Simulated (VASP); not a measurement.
Ag:

```
CELL_PARAMETERS angstrom
0.00000 2.81000 2.81000
2.81000 0.00000 2.81000
2.81000 2.81000 0.00000
ATOMIC_POSITIONS crystal
Ag 0.00000 0.00000 0.00000
Ag 0.25000 0.25000 0.25000
```

This isn't the form of Ag at room conditions, which is fcc.

```yaml
Program: VASP 6.6.1
Task: relaxation of cell and atoms
Functional: PBE
Potentials_or_basis: VASP PAW PBE potentials, release 64 (Ag)
Cutoff: 500 eV
k_mesh: 8 × 8 × 8
Occupations: fermi-dirac, width 0.05 eV
Spin: no spin polarisation
```

At the start: pressure 21.0 GPa; volume 22.19 Å³/atom.

Q: Where does the relaxation end?

A: Over 4 steps the energy falls by 365.9 meV/atom and the volume is 29.91 Å³/atom (+34.8 %); space group Fd-3m (No. 227, to 0.1 Å) before and after.

The path:
```
step  energy change (eV)  largest force (eV/Å)  pressure (GPa)  volume (Å³)
   1              0.0000                0.0000           21.04        44.38
   2             -0.6799                0.0000           -2.45        65.84
   3             -0.7309                0.0000            0.39        58.98
   4             -0.7318                0.0000           -0.07        59.82
```

Final structure:
```
Ag
1.0
     0.00000    3.10407    3.10407
     3.10407    0.00000    3.10407
     3.10407    3.10407    0.00000
Ag
2
Direct
  0.00000 0.00000 0.00000
  0.25000 0.25000 0.25000
```

Caveat: the volume moved by over 15 % at a fixed basis, so the end points are rough.
